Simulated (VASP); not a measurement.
Y:

```
CELL_PARAMETERS angstrom
3.69680 -2.20464 0.00000
3.69680 2.20464 0.00000
-2.06485 0.00000 9.57139
ATOMIC_POSITIONS crystal
Y 0.05040 0.05040 0.09960
Y 0.94960 0.94960 0.90040
Y 0.50500 0.50500 0.60000
Y 0.49500 0.49500 0.40000
```

* Program: VASP 6.6.1
* Task: relaxation of cell and atoms
* Functional: PBE
* Potentials or basis: VASP PAW PBE potentials, release 64 (Y_sv)
* Cutoff: 600 eV
* k mesh: 4 × 4 × 2
* Occupations: gaussian, width 0.1 eV
* Spin: no spin polarisation

At the start: pressure 26.5 GPa; volume 39.00 Å³/atom.

How do energy, volume and symmetry change on relaxing?

Over 47 steps the energy falls by 4072.5 meV/atom and the volume is 33.40 Å³/atom (-14.4 %); space group C2/m (No. 12, to 0.1 Å) before and after.

Step by step:
```
step  energy change (eV)  largest force (eV/Å)  pressure (GPa)  volume (Å³)
   1              0.0000               25.8470           26.47       156.02
   3             -6.7655                3.5446            2.92       267.18
   5             -9.1227                2.5604            2.23       245.92
   7            -12.2100                2.4788           -1.79       181.15
   9            -12.4525                1.9892           -1.93       171.40
  11            -14.3072                1.5554           -2.22       160.52
  13            -15.8339                0.4919           -1.62       143.84
  15            -15.8626                0.4315           -1.22       141.68
  17            -15.9935                0.3846            1.07       131.07
  19            -16.0314                0.1409           -0.14       133.68
  21            -16.0430                0.0751            0.01       132.67
  23            -16.0489                0.0815            0.05       132.34
  25            -16.0589                0.1398           -0.03       132.49
  27            -16.0669                0.1681           -0.04       132.62
  29            -16.0878                0.4452            1.56       128.45
  31            -16.0934                0.3692            1.03       129.75
  33            -16.1066                0.3966            1.01       129.95
  35            -16.1270                0.4782            1.09       130.57
  37            -16.1658                0.3457           -0.39       135.77
  39            -16.1958                0.3279           -0.19       134.94
  41            -16.2541                0.1524           -0.38       135.00
  43            -16.2864                0.0707           -0.01       133.63
  45            -16.2897                0.0418            0.04       133.39
  47            -16.2902                0.0385           -0.02       133.59
```

Final structure:
```xyz
4
Lattice="3.0963 -1.7996 -0.3362 3.0963 1.7996 -0.3362 -3.0084 0.0000 12.3138" Properties=species:S:1:pos:R:3 pbc="T T T"
Y     0.1210    0.0000    1.6830
Y     3.0631    0.0000    9.9584
Y     0.6834    0.0000    7.3553
Y     2.5007    0.0000    4.2861
```

Caveat: the k points lie up to 0.51 Å⁻¹ apart in the final cell, too coarse for converged energies and pressures of a metal; a cell axis changed by over 15 % at a fixed basis, so the end point is rough.
